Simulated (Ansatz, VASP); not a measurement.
**One calculation of Sr, two programs**

INCAR

```
PREC = Accurate
ENCUT = 520
EDIFF = 1E-6
ISMEAR = 0
SIGMA = 0.15
LREAL = False
LASPH = True
NELM = 80
ALGO = Fast
ISIF = 2
LWAVE = False
LCHARG = False
GGA = PS
NBANDS = 17
```

The input KPOINTS:

```
Automatic mesh
0
Gamma
  12 12 8
```

Contents of POSCAR:

```
Sr
1.0
    4.1945366888      0.0000000000      0.0000000000
   -2.0972683444      3.6325753296      0.0000000000
    0.0000000000      0.0000000000      6.8785266073
Sr
2
Direct
    0.3333333333      0.6666666667      0.2283819983
    0.6666666667      0.3333333333      0.7716180017
```

Input for Ansatz:

```yaml
crystal:
  lattice:
    - [4.1945366888, 0.0, 0.0]
    - [-2.0972683444, 3.6325753296, 0.0]
    - [0.0, 0.0, 6.8785266073]
  atoms:
    - { symbol: Sr, position: [0.3333333333, 0.6666666667, 0.2283819983] }
    - { symbol: Sr, position: [0.6666666667, 0.3333333333, 0.7716180017] }
basis:
  ecutwfc: 420
kpoints:
  mp_grid: { grid: [12, 12, 8] }
hamiltonian:
  xc: pbesol
scf:
  occupations: { method: gaussian, width: 0.15 }
output:
  forces: true
  stress: true
  eigenvalues: true
```

Change from the starting cell: mode 4 frozen in at +0.000 Å and mode 6 at -0.149 Å (largest displacements).

Alike in both runs: task single point; functional PBEsol; k mesh 12 × 12 × 8; occupations gaussian, width 0.15 eV; no spin polarisation.

```csv
,VASP,Ansatz
version,VASP 6.6.1,Ansatz 0.2.0
potentials or method,"VASP PAW PBE potentials, release 64 (Sr_sv), cutoff 520 eV","scalar-relativistic, plane waves, PAW"
valence electrons in the cell,20,20
```

```tsv
	VASP	Ansatz	Ansatz less VASP
gap on the k mesh at the Fermi level (eV)	none	none	-
pressure (GPa)	0.2	0.2	-0.01
traceless stress, the component that is largest in VASP (GPa)	0.20	0.20	0.000
rms of the force components (eV/Å)	0.263	0.264	+0.0001
```

VASP's potentials were made for PBE, not for PBEsol. Atom by atom the forces differ by 0.000 eV/Å (rms over components). A gap of «none» marks a metal or a gap that the smearing closes. The functional is the same, so the differences come from potentials, cutoffs and numerics.
